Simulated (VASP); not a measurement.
Input of a VASP 6.6.1 run:

The input INCAR:

```
SYSTEM = K
PREC = Accurate
ENCUT = 520
EDIFF = 1E-6
ISMEAR = 0
SIGMA = 0.1
LREAL = .FALSE.
LASPH = .TRUE.
NELM = 80
ALGO = Fast
ISIF = 2
LWAVE = .FALSE.
LCHARG = .FALSE.
GGA = PE
NBANDS = 20
```

File KPOINTS:

```
regular mesh
0
G
  6 6 10
  0 0 0
```

POSCAR

```
K
1.0
    7.3980439258      0.0000000000      0.0000000000
   -3.6990219629      6.4068939780      0.0000000000
    0.0000000000      0.0000000000      4.4247803090
K
3
Direct
    0.0000000000      0.0000000000      0.5000000000
    0.3333333333      0.6666666667      0.0000000000
    0.6666666667      0.3333333333      0.0000000000
```

Potentials or basis: VASP PAW PBE potentials, release 64 (K_sv).

Launch:

```bash
$ cat potpaw_PBE.64/K_sv/POTCAR > POTCAR
$ mpirun -np 1 vasp_std > vasp.out
```

Task: What does it give for the band gap on the k mesh?

Result: Zero (an odd number of electrons rules out a gap without spin polarisation).

Task: What does it give for the pressure?

Result: 0.2 GPa.
